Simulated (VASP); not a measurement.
MnF2: single point with r2SCAN

Crystal: MnF2.

```xyz
3
Lattice="0.0000 2.6180 2.6180 2.6180 0.0000 2.6180 2.6180 2.6180 0.0000" Properties=species:S:1:pos:R:3 pbc="T T T"
Mn    0.0000    0.0000    0.0000
F     1.3090    1.3090    1.3090
F     3.9270    3.9270    3.9270
```

```json
{"Program": "VASP 6.6.1", "Task": "single point", "Functional": "r2SCAN", "Potentials or basis": "VASP PAW PBE potentials, release 64 (Mn_pv, F)", "Cutoff": "520 eV", "k mesh": "10 × 10 × 10", "Occupations": "gaussian, width 0.02 eV", "Spin": "collinear spin, ferromagnetic start", "Starting moments": "[4.0, 0.0, 0.0] μB"}
```

| Item | Value |
| --- | --- |
| Pressure | -4.7 GPa |
| Band gap on the k mesh | 2.67 eV |
| Net moment | 5.00 μB per cell |
| Site moments | Mn +4.66; F +0.07 μB |
| Valence electrons inside the program's atomic spheres | Mn 11.13; F 6.13 |

Levels at points of the mesh, in eV from the valence-band top:
Spin up:
```
           k point  band 12  band 13  band 14  band 15  band 16  band 17  band 18  band 19  band 20  band 21
(0.00, 0.00, 0.00)    -1.63    -1.63     0.00     0.00     0.00     2.67    12.04    12.04    12.04    17.30
(0.50, 0.00, 0.00)    -1.54    -1.54    -1.30    -0.17    -0.17     7.47     7.83    14.37    14.37    17.12
(0.50, 0.50, 0.00)    -1.45    -1.40    -1.34    -0.48    -0.48     8.62     9.07    10.16    14.00    14.00
```
Spin down:
```
           k point  band 7  band 8  band 9  band 10  band 11  band 12  band 13  band 14  band 15  band 16
(0.00, 0.00, 0.00)   -5.32   -5.32   -3.32    -3.32    -3.32     4.01     4.32     4.32     5.67     5.67
(0.50, 0.00, 0.00)   -4.71   -4.63   -4.63    -4.24    -4.24     4.47     4.47     4.74     5.45     5.46
(0.50, 0.50, 0.00)   -5.44   -5.44   -3.28    -3.28    -2.83     4.09     4.63     4.71     5.22     5.22
```

It took 6.6 min on 1 thread of Oxide Virtual Turin-like Processor, on a shared host, peak memory 0.18 GiB.

Caveat: the cell stands under tension; the PAW data sets were made with another functional, which shifts forces and pressure a little; a cell with one magnetic atom can't hold antiferromagnetic order, which such compounds often take. A k mesh can miss the band edges.
